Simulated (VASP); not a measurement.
Wanted: the native input for a VASP 6.6.1 run.

```yaml
Task: single point
Functional: PBEsol
Potentials_or_basis: VASP PAW PBE potentials, release 64 (Rh_pv)
Cutoff: 520 eV
k_mesh: 18 × 18 × 18
Occupations: gaussian, width 0.1 eV
Spin: no spin polarisation
Dipole_correction: no
Further_INCAR_settings: ALGO = Fast; EDIFF = 1e-07; NBANDS = 14
```

The structure of Rh lies in POSCAR:

```
Rh
1.0
    0.0000000000      1.9449623865      1.9449623865
    1.9449623865      0.0000000000      1.9449623865
    1.9449623865      1.9449623865      0.0000000000
Rh
1
Direct
    0.0000000000      0.0000000000      0.0000000000
```

This cell differs from its parent crystal: strained.

These files were run (other wordings do the same):

INCAR

```
SYSTEM = Rh
ALGO = Fast ; EDIFF = 1E-7
ENCUT = 520 ; GGA = PS
ISIF = 2 ; ISMEAR = 0
LASPH = .TRUE. ; LCHARG = .FALSE.
LREAL = .FALSE. ; LWAVE = .FALSE.
NBANDS = 14 ; NELM = 80
PREC = Accurate ; SIGMA = 0.1
```

KPOINTS

```
k-points
0
G
  18 18 18
  0 0 0
```

Potentials or basis: VASP PAW PBE potentials, release 64 (Rh_pv).

The run is started by

```console
$ cat potpaw_PBE.64/Rh_pv/POTCAR > POTCAR
$ mpirun -np 1 vasp_std > vasp.out
```

Results of the run:

* Pressure: -20.4 GPa

Caveat: the cell differs from its parent crystal (strained); the PAW data sets were made with another functional, which shifts forces and pressure a little.

It took 21 s on 1 thread of Intel Xeon 6975P-C, on a shared host, peak memory 0.15 GiB.
